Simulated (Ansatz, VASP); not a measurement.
# CdSe: VASP beside Ansatz

```
Cd Se
1.0
     4.24741    0.00000    0.00000
    -2.12370    3.67836    0.00000
     0.00000    0.00000    6.94195
Cd Se
2 2
Cartesian
  0.0000 2.4522 0.0336
  2.1237 1.2261 3.5046
  0.0000 2.4522 2.6390
  2.1237 1.2261 6.1100
```

Alike in both runs: functional LDA; k mesh 12 × 12 × 6; occupations fermi-dirac, width 0.1 eV; no spin polarisation.

Ansatz relaxed the structure, and its values are those at the end. VASP's run is a single point on that final structure, the one shown.

|  | VASP | Ansatz |
| --- | --- | --- |
| version | VASP 6.6.1 | Ansatz 0.2.0 |
| potentials or method | VASP PAW LDA potentials, release 64 (Cd, Se) | PAW with Ansatz's default frozen-core files, scalar-relativistic |
| plane-wave cutoff (eV) | 520 | 420 |
| valence electrons in the cell | 36 | 72 |

Ansatz gave:

```
pressure (GPa) : 0.0
```

Problem. What did VASP give for the same quantities?

Solution. Pressure (GPa): 0.5.

LDA's correlation is that of Perdew and Zunger in VASP and of Perdew and Wang (1992) in Ansatz. VASP's potentials hold 36 valence electrons a cell and Ansatz's 72, so a difference there can come from the potentials and not from the codes.
